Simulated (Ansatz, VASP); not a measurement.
## GaSb in VASP and in Ansatz

```
CELL_PARAMETERS angstrom
0.00000 3.53136 2.29538
3.53136 0.00000 2.29538
3.53136 3.53136 0.00000
ATOMIC_POSITIONS crystal
Ga 0.00000 0.00000 0.00000
Sb 0.75000 0.75000 0.75000
```

Alike in both runs: task single point; functional r2SCAN; k mesh 10 × 10 × 10; occupations gaussian, width 0.05 eV; no spin polarisation.

|  | VASP | Ansatz |
| --- | --- | --- |
| version | VASP 6.6.1 | Ansatz 0.2.0 |
| potentials or method | VASP PAW PBE potentials, release 64 (Ga_d, Sb), cutoff 520 eV | scalar-relativistic, plane waves, PAW |
| valence electrons in the cell | 18 | 28 |

|  | VASP | Ansatz | Ansatz less VASP |
| --- | --- | --- | --- |
| gap on the k mesh at the Fermi level (eV) | none | none | - |
| pressure (GPa) | -2.3 | -2.4 | -0.07 |
| traceless stress, the component that is largest in VASP (GPa) | 4.57 | 4.62 | +0.054 |

VASP's potentials were made for PBE, not for r2SCAN. A gap of «none» marks a metal or a gap that the smearing closes. VASP's potentials hold 18 valence electrons a cell and Ansatz's 28, so a difference there can come from the potentials and not from the codes.

Spin-orbit coupling is off throughout.
